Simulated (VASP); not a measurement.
A run of VASP 6.6.1:

File INCAR:

```
SYSTEM = Gd
PREC     = Accurate       ! precision mode
ENCUT    = 520            ! plane-wave cutoff, eV
EDIFF    = 1E-7           ! SCF threshold, eV
ISMEAR   = -1             ! smearing method
SIGMA    = 0.1            ! smearing width, eV
LREAL    = .FALSE.        ! projectors in reciprocal space
LASPH    = .TRUE.         ! aspherical terms in the spheres
NELM     = 150            ! most SCF steps
ALGO     = Normal         ! electronic algorithm
ISIF     = 2              ! what is computed and relaxed
LWAVE    = .FALSE.        ! write WAVECAR
LCHARG   = .FALSE.        ! write CHGCAR
ISPIN    = 2              ! spin polarisation
MAGMOM   = 7              ! initial moments
LORBIT   = 11             ! projections on sites
LMAXMIX  = 6              ! l up to which the mixer works
GGA      = PE             ! functional
NBANDS   = 19             ! bands
```

KPOINTS

```
regular mesh
0
G
  14 14 14
  0 0 0
```

POSCAR

```
Gd
1.0
   -1.8985158829      1.8985158829      1.8985158829
    1.8985158829     -1.8985158829      1.8985158829
    1.8985158829      1.8985158829     -1.8985158829
Gd
1
Direct
    0.0000000000      0.0000000000      0.0000000000
```

Potentials or basis: VASP PAW PBE potentials, release 64 (Gd).

Run with:

```sh
$ cat potpaw_PBE.64/Gd/POTCAR > POTCAR
$ mpirun -np 1 vasp_std > vasp.out
```

Hardware: 1 thread of AMD EPYC 7R43 64-Core Processor (Zen 3), on a shared host.

Problem. Estimate the wall time of this run.

Solution. Run time: 4.5 min on 1 thread of AMD EPYC 7R43 64-Core Processor (Zen 3) (shared host), peak memory 0.18 GiB. Counts: scf iterations 27, k points 104.
